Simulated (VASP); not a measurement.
Wanted: the native input for a VASP 6.6.1 run.

| Item | Value |
| --- | --- |
| Task | single point |
| Functional | PBE |
| Potentials or basis | VASP PAW PBE potentials, release 64 (Cr_pv, O) |
| Cutoff | 600 eV |
| k mesh | 13 × 13 × 13 |
| Occupations | fermi-dirac, width 0.0612256 eV |
| Spin | no spin polarisation |
| Dipole correction | no |
| Further INCAR settings | ALGO = Normal; EDIFF = 1e-06; NBANDS = 22 |

The structure of Cr2O (antifluorite type) lies in POSCAR:

```
Cr2O
1.0
    0.0000000000      2.4447432379      2.4447432379
    2.4447432379      0.0000000000      2.4447432379
    2.4447432379      2.4447432379      0.0000000000
Cr O
2 1
Direct
    0.2500000000      0.2500000000      0.2500000000
    0.7500000000      0.7500000000      0.7500000000
    0.0000000000      0.0000000000      0.0000000000
```

One way to write it, as run:

INCAR

```
SYSTEM = Cr2O
ALGO = Normal
EDIFF = 1E-6
ENCUT = 600
GGA = PE
GGA_COMPAT = .False.
ISIF = 2
ISMEAR = -1
LASPH = .True.
LCHARG = .True.
LELF = .True.
LREAL = .False.
LVHAR = .True.
LWAVE = .False.
NBANDS = 22
NELM = 120
PREC = Accurate
SIGMA = 0.06122561905347299
```

KPOINTS

```
k-points
0
Gamma
  13 13 13
  0 0 0
```

Potentials or basis: VASP PAW PBE potentials, release 64 (Cr_pv, O).

Launch:

```console
$ cat potpaw_PBE.64/Cr_pv/POTCAR potpaw_PBE.64/O/POTCAR > POTCAR
$ mpirun -np 1 vasp_std > vasp.out
```

Results of the run:

The pressure is 9.4 GPa and the band gap on the k mesh is zero (bands 15 and 16 overlap by 1.10 eV).

Caveat: the cell stands under pressure; the run has no spin polarisation, though such a crystal can be magnetic.

It took 42 s on 1 thread of AMD EPYC 9R45 96-Core Processor (Zen 5) (shared host), peak memory 0.17 GiB.
